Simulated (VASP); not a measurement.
Write the native input for VASP 6.6.1 that does the following.

```
Task                   : single point
Functional             : PBE
Potentials or basis    : VASP PAW PBE potentials, release 64 (Pt)
Cutoff                 : 520 eV
k mesh                 : 18 × 18 × 10
Occupations            : gaussian, width 0.15 eV
Spin                   : no spin polarisation
Dipole correction      : no
Further INCAR settings : ALGO = Fast; EDIFF = 1e-06; NBANDS = 17
```

The structure of Pt lies in POSCAR:

```
Pt
1.0
    2.9516000000      0.0000000000      0.0000000000
   -1.4758000000      2.5561605818      0.0000000000
    0.0000000000      0.0000000000      4.9607000000
Pt
2
Direct
    0.6666666667      0.3333333333      0.7500000000
    0.3333333333      0.6666666667      0.2500000000
```

The input as run:

INCAR

```
ALGO     = Fast           # electronic algorithm
EDIFF    = 1E-6           # SCF threshold, eV
ENCUT    = 520            # plane-wave cutoff, eV
GGA      = PE             # functional
ISIF     = 2              # what is computed and relaxed
ISMEAR   = 0              # smearing method
LASPH    = T              # aspherical terms in the spheres
LCHARG   = T              # write CHGCAR
LELF     = T              # ELF
LREAL    = F              # projectors in reciprocal space
LVHAR    = T            
LWAVE    = F              # write WAVECAR
NBANDS   = 17             # bands
NELM     = 100            # most SCF steps
PREC     = Accurate       # precision mode
SIGMA    = 0.15           # smearing width, eV
```

KPOINTS

```
k-points
0
Gamma
  18 18 10
```

Potentials or basis: VASP PAW PBE potentials, release 64 (Pt).

Run with:

```sh
$ cat potpaw_PBE.64/Pt/POTCAR > POTCAR
$ mpirun -np 1 vasp_std > vasp.out
```

It gave:

```
Pressure               : -26.2 GPa
Band gap on the k mesh : zero (band 10 reaches 7.82 eV, above the bottom of band 11 at 6.92 eV)
```

Caveat: spin-orbit coupling is left out, which moves the levels of the heavy elements.

It took 40 s on 1 thread of Intel(R) Xeon(R) 6975P-C (Granite Rapids), with other jobs on the host, peak memory 0.25 GiB.
